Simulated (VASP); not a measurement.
# WC (Cmmm) in VASP: notebook

Aim: see how the results for WC move with the level of theory and the settings. Levels: HSE06, PBE-based screened hybrid, PBE. Tasks: single point.

Program: VASP 6.6.1. These are calculated values, not measurements. Logs are shortened: lines on timing, memory, paths and dates and some standing lists are left out, and cuts for length are marked.

## Step 1: The cell of the first run

It takes space group Cmmm (No. 65, orthorhombic). Conventional cell: a = 3.028 Å, b = 4.978 Å, c = 2.959 Å, α = 90.00°, β = 90.00°, γ = 90.00°. W (site symmetry mmm) has 4 C at 2.12 Å within 2.8 Å. C (site symmetry mmm) has 4 W at 2.12 Å within 2.8 Å.

## Step 2: Single point, HSE06

The input, POSCAR:

```
WC
1.0
    1.5139593138     -2.4891698437      0.0000000000
    1.5139593138      2.4891698437      0.0000000000
    0.0000000000      0.0000000000      2.9594515935
W C
1 1
Direct
    0.5000000000      0.5000000000      0.5000000000
    0.0000000000      0.0000000000      0.0000000000
```

The input, INCAR.step1:

```
SYSTEM = WC
ALGO = Normal ; EDIFF = 1E-5
ENCUT = 520 ; GGA = PE
ISIF = 2 ; ISMEAR = -1
LASPH = .True. ; LREAL = .False.
LWAVE = .True. ; NBANDS = 16
NELM = 60 ; PREC = Accurate
SIGMA = 0.05
```

The input, INCAR.step2:

```
SYSTEM = WC
ALGO = Normal ; EDIFF = 1E-6
ENCUT = 520 ; GGA = PE
HFSCREEN = 0.2079 ; ISIF = 2
ISMEAR = -1 ; ISTART = 1
LASPH = .True. ; LCHARG = .True.
LELF = .True. ; LHFCALC = .True.
LREAL = .False. ; LVHAR = .True.
LWAVE = .False. ; NBANDS = 16
NELM = 60 ; PREC = Accurate
PRECFOCK = Normal ; SIGMA = 0.05
```

The input, KPOINTS:

```
k-points
0
Gamma
  5 5 3
  0 0 0
```

Potentials or basis: VASP PAW PBE potentials, release 64 (W_sv, C).

Started as:

```
$ cat potpaw_PBE.64/W_sv/POTCAR potpaw_PBE.64/C/POTCAR > POTCAR
$ cp INCAR.step1 INCAR
$ mpirun -np 1 vasp_std > vasp.out
$ cp INCAR.step2 INCAR
$ mpirun -np 1 vasp_std > vasp.out
```

OUTCAR:

```text
SYSTEM = WC
   EDIFF = 1E-6
   ENCUT = 520
   GGA = PE
   HFSCREEN = 0.2079
   ISIF = 2
   ISMEAR = -1
   ISTART = 1
   LASPH = .True.
   LHFCALC = .True.
   LREAL = .False.
   NELM = 60
   PREC = Accurate
   PRECFOCK = Normal

 ion  position               nearest neighbor table
   1  0.500  0.500  0.500-   2 2.12   2 2.12   2 2.12   2 2.12
   2  0.000  0.000  0.000-   1 2.12   1 2.12   1 2.12   1 2.12

  LATTYP: Found a base centered orthorhombic cell.
 ALAT       =     3.0279186276
 B/A-ratio  =     1.6441457977
 C/A-ratio  =     0.9773880865

  Lattice vectors:

 A1 = (   1.5139593138,  -2.4891698437,   0.0000000000)
 A2 = (   1.5139593138,   2.4891698437,   0.0000000000)
 A3 = (   0.0000000000,   0.0000000000,   2.9594515935)

Analysis of symmetry for initial positions (statically):
=====================================================================
 Subroutine PRICEL returns:
 Original cell was already a primitive cell.

 Routine SETGRP: Setting up the symmetry group for a
 base centered orthorhombic supercell.

 Subroutine GETGRP returns: Found  8 space group operations
 (whereof  8 operations were pure point group operations)
 out of a pool of  8 trial point group operations.

The static configuration has the point symmetry D_2h.

Analysis of symmetry for dynamics (positions and initial velocities):
=====================================================================
 Subroutine PRICEL returns:
 Original cell was already a primitive cell.

 Routine SETGRP: Setting up the symmetry group for a
 base centered orthorhombic supercell.

 Subroutine GETGRP returns: Found  8 space group operations
 (whereof  8 operations were pure point group operations)
 out of a pool of  8 trial point group operations.

The dynamic configuration has the point symmetry D_2h.

 Subroutine INISYM returns: Found  8 space group operations
 (whereof  8 operations are pure point group operations),
 and found     1 'primitive' translations

----------------------------------------------------------------------------------------

                                     Primitive cell

  volume of cell :      22.3054

  direct lattice vectors                    reciprocal lattice vectors
     1.513959314 -2.489169844  0.000000000     0.330259866 -0.200870182  0.000000000
     1.513959314  2.489169844  0.000000000     0.330259866  0.200870182  0.000000000
     0.000000000  0.000000000  2.959451593     0.000000000  0.000000000  0.337900441

  length of vectors
     2.913423985  2.913423985  2.959451593     0.386549362  0.386549362  0.337900441

  position of ions in fractional coordinates (direct lattice)
     0.500000000  0.500000000  0.500000000
     0.000000000  0.000000000  0.000000000

  ion indices of the primitive-cell ions
   primitive index   ion index
                 1           1
                 2           2

----------------------------------------------------------------------------------------

 KPOINTS: k-points

Automatic generation of k-mesh.
 Grid dimensions read from file:
 generate k-points for:    5    5    3

 Generating k-lattice:

  Cartesian coordinates                     Fractional coordinates (reciprocal lattice)
     0.066051973 -0.040174036  0.000000000     0.200000000  0.000000000  0.000000000
     0.066051973  0.040174036  0.000000000     0.000000000  0.200000000  0.000000000
     0.000000000  0.000000000  0.112633480     0.000000000  0.000000000  0.333333333

  Length of vectors
     0.077309872  0.077309872  0.112633480

  Shift w.r.t. Gamma in fractional coordinates (k-lattice)
     0.000000000  0.000000000  0.000000000

 Subroutine IBZKPT returns following result:
 ===========================================

 Found     18 irreducible k-points:

 Following reciprocal coordinates:
            Coordinates               Weight
  0.000000  0.000000  0.000000      1.000000
  0.200000  0.000000  0.000000      4.000000
  0.400000 -0.000000  0.000000      4.000000
  0.200000  0.200000  0.000000      2.000000
  0.400000  0.200000  0.000000      4.000000
 -0.400000  0.200000  0.000000      4.000000
[... 10 lines left out ...]
  0.400000  0.400000  0.333333      4.000000
 -0.400000  0.400000  0.333333      4.000000
   k-points           NKPTS =     18   k-points in BZ     NKDIM =     75   number of bands    NBANDS=     16
   number of dos      NEDOS =    301   number of ions     NIONS =      2
   total plane-waves  NPLWV =  13824
   dimension x,y,z NGX =    24 NGY =   24 NGZ =   24
   dimension x,y,z NGXF=    48 NGYF=   48 NGZF=   48
   ions per type =               1   1
   NGX,Y,Z   is equivalent  to a cutoff of  13.69, 13.69, 13.48 a.u.
   NGXF,Y,Z  is equivalent  to a cutoff of  27.39, 27.39, 26.96 a.u.
 SYSTEM =  WC
   PREC   = accura    normal or accurate (medium, high low for compatibility)
   ISTART =      1    job   : 0-new  1-cont  2-samecut
   ICHARG =      0    charge: 1-file 2-atom 10-const
   ISPIN  =      1    spin polarized calculation?
   LNONCOLLINEAR =      F non collinear calculations
   LSORBIT =      F    spin-orbit coupling
   LASPH  =      T    aspherical Exc in radial PAW
   ENCUT  =  520.0 eV  38.22 Ry    6.18 a.u.   5.42  5.42  5.50*2*pi/ulx,y,z
   NELM   =     60;   NELMIN=  2; NELMDL=  0     # of ELM steps
   EDIFF  = 0.1E-05   stopping-criterion for ELM
   LREAL  =      F    real-space projection
   EDIFFG = 0.1E-04   stopping-criterion for IOM
   NSW    =      0    number of steps for IOM
   IBRION =     -1    ionic relax: 0-MD 1-quasi-New 2-CG
   NFREE  =      0    steps in history (QN), initial steepest desc. (CG)
   ISIF   =      2    stress and relaxation
   ISYM   =      3    0-nonsym 1-usesym 2-fastsym
   POTIM  = 0.5000    time-step for ionic-motion
   TEBEG  =    0.0;   TEEND  =   0.0 temperature during run
   PSTRESS=    0.0 pullay stress
   NELECT =      18.0000    total number of electrons
   NUPDOWN=      -1.0000    fix difference up-down
   EMIN   =  10.00;   EMAX   =-10.00  energy-range for DOS
   EFERMI =   0.00;   METHOD = LEGACY
   ISMEAR =    -1;   SIGMA  =   0.05  broadening in eV -4-tet -1-fermi 0-gaus
   EFERMI_NEDOS =   21; number of points for ismear=-14 and -15
   IALGO  =     38    algorithm
   IMIX   =      1    mixing-type and parameters
     AMIX     =   0.40;   BMIX     =  1.00
     AMIX_MAG =   1.60;   BMIX_MAG =  1.00
  volume/ion in A,a.u.               =      11.15        75.26
  Fermi-wavevector in a.u.,A,eV,Ry     =   1.524155  2.880234 31.606975  2.323047
  Thomas-Fermi vector in A             =   2.632500
   LORBIT       =      0    0 simple, 1 ext, 2 COOP (PROOUT), +10 PAW based schemes
   GGA     = PE    functional components
   LHFCALC =     T    Hartree Fock is set to
   PRECFOCK=normal    Normal, Fast or Accurate (Low or Medium for compatibility)
   ENCUT4O =  -1.0   cutoff for four orbital integrals eV
   NKREDX  =     1    reduce k-point grid by
   NKREDY  =     1    reduce k-point grid by
   NKREDZ  =     1    reduce k-point grid by
   AEXX    =    0.2500 exact exchange contribution
   HFSCREEN=    0.2079 screening length (either q_TF or 0.3 A-1)
   HFSCREENC=   0.2079 screening length for correlation (either q_TF or 0.3 A-1)
   ENCUTFOCK=  -1.0 apply spherical cutoff to Coloumb kernel
   IVDW    =     0    specifies the selected vdW correction
   LEPSILON=     F    determine dielectric tensor
   LRPA    =     F    only Hartree local field effects (RPA)
 non-spin polarized calculation
  energy-cutoff  :      520.00
  volume of cell :       22.31
 maximum number of plane-waves:       613
 NGX is ok and might be reduce to    24
  NGX = 18; NGY = 18; NGZ = 18

 number of electron      18.0000001 magnetization

 Free energy of the ion-electron system (eV)
  ---------------------------------------------------
  ext. energy  EPLUGINS =         0.00000000
  ---------------------------------------------------
  free energy    TOTEN  =       -23.82086418 eV

  energy without entropy =      -23.81621576  energy(sigma->0) =      -23.81853997

 E-fermi :  10.9051     XC(G=0): -10.9047

 val. band max:       10.5433271996   @ k =  -0.2000   0.2000   0.3333
 cond. band min:      11.0172855938   @ k =   0.2000   0.0000   0.3333
 fundamental gap:      0.4739583942
 Fermi energy:        10.9050659271

 k-point     1 :       0.0000    0.0000    0.0000
  band No.  band energies     occupation
      1     -67.9363      2.00000
      2     -30.6730      2.00000
      3     -30.4267      2.00000
      4     -30.1796      2.00000
      5      -6.0124      2.00000
      6       5.3486      2.00000
[... 8 lines left out ...]
     15      26.4637      0.00000
     16      28.9873      0.00000

 k-point     2 :       0.2000    0.0000    0.0000
  band No.  band energies     occupation
      1     -67.9179      2.00000
      2     -30.6740      2.00000
      3     -30.6303      2.00000
      4     -30.2825      2.00000
      5      -4.9200      2.00000
      6       5.2531      2.00000
[... 8 lines left out ...]
     15      23.8092      0.00000
     16      28.3981      0.00000

 k-point     3 :       0.4000   -0.0000    0.0000
  band No.  band energies     occupation
      1     -67.8880      2.00000
      2     -31.1003      2.00000
      3     -30.5620      2.00000
      4     -30.3991      2.00000
      5      -2.2497      2.00000
      6       2.0042      2.00000
[... 8 lines left out ...]
     15      22.2136      0.00000
     16      26.1926      0.00000

 k-point     4 :       0.2000    0.2000    0.0000
  band No.  band energies     occupation
      1     -67.8950      2.00000
      2     -30.9578      2.00000
      3     -30.5744      2.00000
      4     -30.4360      2.00000
      5      -2.9279      2.00000
      6       3.2215      2.00000
[... 8 lines left out ...]
     15      23.4128      0.00000
     16      25.9790      0.00000
[... 210 lines left out ...]
 k-point    16 :      -0.2000    0.2000    0.3333
  band No.  band energies     occupation
      1     -67.8927      2.00000
      2     -31.0818      2.00000
      3     -30.4460      2.00000
      4     -30.4350      2.00000
      5      -3.0524      2.00000
      6       2.9156      2.00000
[... 8 lines left out ...]
     15      24.8027      0.00000
     16      27.3759      0.00000

 k-point    17 :       0.4000    0.4000    0.3333
  band No.  band energies     occupation
      1     -67.8490      2.00000
      2     -30.9729      2.00000
      3     -30.8710      2.00000
      4     -30.7396      2.00000
      5      -1.6442      2.00000
      6       2.8858      2.00000
[... 8 lines left out ...]
     15      24.8002      0.00000
     16      25.1092      0.00000

 k-point    18 :      -0.4000    0.4000    0.3333
  band No.  band energies     occupation
      1     -67.8567      2.00000
      2     -30.9970      2.00000
      3     -30.8872      2.00000
      4     -30.5686      2.00000
      5      -1.7673      2.00000
      6       2.5956      2.00000
[... 8 lines left out ...]
     15      23.0849      0.00000
     16      27.9580      0.00000

------------------------ aborting loop because EDIFF is reached ----------------------------------------

  FORCE on cell =-STRESS in cart. coord.  units (eV):
  Direction    XX          YY          ZZ          XY          YZ          ZX
  --------------------------------------------------------------------------------------
  -------------------------------------------------------------------------------------
  Total       -0.0010825      0.0188546     -0.0468523     -0.0000000      0.0000000      0.0000000
  in kB       -0.0777550      1.3543090     -3.3653597     -0.0000000      0.0000000      0.0000000
  external PRESSURE =      -0.6962686 kB  Pullay stress =       0.0000000 kB

 VOLUME and BASIS-vectors are now :
 -----------------------------------------------------------------------------
  energy-cutoff  :      520.00
  volume of cell :       22.31
      direct lattice vectors                 reciprocal lattice vectors
     1.513959314 -2.489169844  0.000000000     0.330259866 -0.200870182  0.000000000
     1.513959314  2.489169844  0.000000000     0.330259866  0.200870182  0.000000000
     0.000000000  0.000000000  2.959451593     0.000000000  0.000000000  0.337900441

 POSITION                                       TOTAL-FORCE (eV/Angst)
 -----------------------------------------------------------------------------------
      1.51396      0.00000      1.47973         0.000000      0.000000      0.000000
      0.00000      0.00000      0.00000         0.000000      0.000000      0.000000
 -----------------------------------------------------------------------------------
    total drift:                                0.000002     -0.000000     -0.000005

  FREE ENERGIE OF THE ION-ELECTRON SYSTEM (eV)
  ---------------------------------------------------
  free  energy   TOTEN  =       -23.8208641830 eV

  energy  without entropy=      -23.8162157624  energy(sigma->0) =      -23.81853997
```

Run time: 9.1 min. Hardware: 1 thread of Intel Xeon 6975P-C, shared host; peak memory 0.26 GiB.

Results:

```yaml
Free_energy: -23.8209 eV
Pressure: -0.1 GPa
Band_gap_on_the_k_mesh: zero (band 9 reaches 12.85 eV, above the bottom of band 10 at 10.24 eV)
```

Caveat: the k points lie up to 0.71 Å⁻¹ apart; the PAW data sets were made with another functional, which shifts forces and pressure a little; spin-orbit coupling is left out, which moves the levels of the heavy elements.

## Step 3: Single point, PBE-based screened hybrid

This run uses another cell than the first one, of 11.19 Å³/atom, 1.003 times its volume.

The input, POSCAR:

```
WC
1.0
    1.5139462358     -2.4954588273      0.0000000000
    1.5139462358      2.4954588273      0.0000000000
    0.0000000000      0.0000000000      2.9607762295
W C
1 1
Direct
    0.5000000000      0.5000000000      0.5000000000
    0.0000000000      0.0000000000      0.0000000000
```

The input, INCAR.step1:

```
SYSTEM = WC
  PREC = Accurate
  ENCUT = 520
  EDIFF = 1E-5
  ISMEAR = -1
  SIGMA = 0.05
  LREAL = .False.
  LASPH = .True.
  NELM = 60
  ALGO = Normal
  ISIF = 2
  LWAVE = .True.
  LCHARG = .False.
  NBANDS = 16
  GGA = PE
```

The input, INCAR.step2:

```
SYSTEM = WC
  PREC = Accurate
  ENCUT = 520
  EDIFF = 1E-7
  ISMEAR = -1
  SIGMA = 0.05
  LREAL = .False.
  LASPH = .True.
  NELM = 60
  ALGO = Normal
  ISIF = 2
  LWAVE = .False.
  LCHARG = .False.
  GGA = PE
  LHFCALC = .True.
  AEXX = 0.25
  HFSCREEN = 0.3
  PRECFOCK = Normal
  NBANDS = 16
  ISTART = 1
```

The input, KPOINTS:

```
regular mesh
0
Gamma
  5 5 3
  0 0 0
```

Potentials or basis: VASP PAW PBE potentials, release 64 (W_sv, C).

Started as:

```
$ cat potpaw_PBE.64/W_sv/POTCAR potpaw_PBE.64/C/POTCAR > POTCAR
$ cp INCAR.step1 INCAR
$ mpirun -np 1 vasp_std > vasp.out
$ cp INCAR.step2 INCAR
$ mpirun -np 1 vasp_std > vasp.out
```

Run time: 11 min. Hardware: 1 thread of Intel Xeon 6975P-C, shared host; peak memory 0.26 GiB.

Results (log left out):

```
Free energy            : -23.1998 eV
Pressure               : 0.0 GPa
Band gap on the k mesh : zero (band 9 reaches 12.73 eV, above the bottom of band 10 at 10.30 eV)
```

Stress tensor (GPa, compression positive):
```
0.09 0.00 0.00
0.00 0.01 0.00
0.00 0.00 0.00
```

Levels at points of the mesh, in eV from the Fermi level:
| k point | band 7 | band 8 | band 9 | band 10 | band 11 | band 12 |
| --- | --- | --- | --- | --- | --- | --- |
| (0.00, 0.00, 0.00) | -2.24 | -2.14 | -1.50 | -0.50 | 0.79 | 1.64 |

Caveat: the k points lie up to 0.71 Å⁻¹ apart; the PAW data sets were made with another functional, which shifts forces and pressure a little; spin-orbit coupling is left out, which moves the levels of the heavy elements.

## Step 4: Single point, PBE

This run uses another cell than the first one, of 14.97 Å³/atom, 1.342 times its volume.

The input, INCAR:

```
PREC = Accurate
ENCUT = 520
EDIFF = 1E-6
ISMEAR = -1
SIGMA = 0.03
LREAL = False
LASPH = True
NELM = 100
ALGO = Normal
ISIF = 2
LWAVE = False
LCHARG = False
GGA = PE
NBANDS = 16
```

The input, KPOINTS:

```
Automatic mesh
0
Gamma
  6 6 4
```

The input, POSCAR:

```
WC
1.0
    1.6403461100     -2.1180379000      0.0000000000
    1.6403461100      2.1180379000      0.0000000000
    0.0000000000      0.0000000000      4.3094211000
W C
1 1
Direct
    0.5000000000      0.5000000000      0.5000000000
    0.0000000000      0.0000000000      0.0000000000
```

Started as:

```
$ cat potpaw_PBE.64/W_sv/POTCAR potpaw_PBE.64/C/POTCAR > POTCAR
$ mpirun -np 1 vasp_std > vasp.out
```

It took 16 s on 1 thread of AMD EPYC 7R43 (Zen 3), shared host; peak memory 0.11 GiB.

The run converged. Its results:

- Free energy: -16.6965 eV
- Pressure: -33.1 GPa
- Band gap on the k mesh: zero (band 9 reaches 8.91 eV, above the bottom of band 10 at 5.51 eV)

Stress tensor (GPa, compression positive):
```
-35.25   0.00   0.00
  0.00  -1.27   0.00
  0.00   0.00 -62.91
```

Levels at points of the mesh, in eV from the Fermi level:
```
           k point  band 7  band 8  band 9  band 10  band 11  band 12
(0.00, 0.00, 0.00)   -3.58   -3.28    1.69     2.00     2.02     2.53
(0.50, 0.00, 0.00)   -4.91   -3.83    1.72     1.76     2.52     3.35
(0.50, 0.50, 0.00)   -3.35   -2.74   -0.94    -0.86    -0.26     0.90
(0.00, 0.00, 0.50)   -3.55   -2.78    0.12     1.94     2.44     3.60
(0.50, 0.00, 0.50)   -3.98   -2.58   -0.79     0.12     2.05     2.24
(0.50, 0.50, 0.50)   -5.10   -2.95    0.12     0.98     2.57     3.54
```

Caveat: the k points lie up to 0.40 Å⁻¹ apart; spin-orbit coupling is left out, which moves the levels of the heavy elements.

## Step 5: Summary

| level | cell | k mesh | smearing | grid for exact exchange (PRECFOCK) | screening parameter | share of exact exchange | gap on the mesh (eV) | pressure (GPa) |
| --- | --- | --- | --- | --- | --- | --- | --- | --- |
| HSE06 | a = 2.913, b = 2.913, c = 2.959 Å, angles 90.0, 90.0, 117.4°, 2 atoms | 5 × 5 × 3 | fermi-dirac 0.05 eV | Normal | 0.2079 1/Å | - | none | -0.1 |
| PBE-based screened hybrid | a = 2.919, b = 2.919, c = 2.961 Å, angles 90.0, 90.0, 117.5°, 2 atoms | 5 × 5 × 3 | fermi-dirac 0.05 eV | Normal | 0.3 1/Å | 0.25 | none | 0.0 |
| PBE | a = 2.679, b = 2.679, c = 4.309 Å, angles 90.0, 90.0, 104.5°, 2 atoms | 6 × 6 × 4 | fermi-dirac 0.03 eV | - | - | - | none | -33.1 |

Alike in all rows: task single point; potentials or basis VASP PAW PBE potentials, release 64 (W_sv, C); no spin polarisation; cutoff (eV) 520.

Caveats: all runs use coarse meshes; spin-orbit coupling is left out, which moves the levels of the heavy elements; the PAW data sets were made with another functional, which shifts forces and pressure a little (some runs).

Total energies depend on the potentials used, so only differences within one code and one set of settings carry meaning.
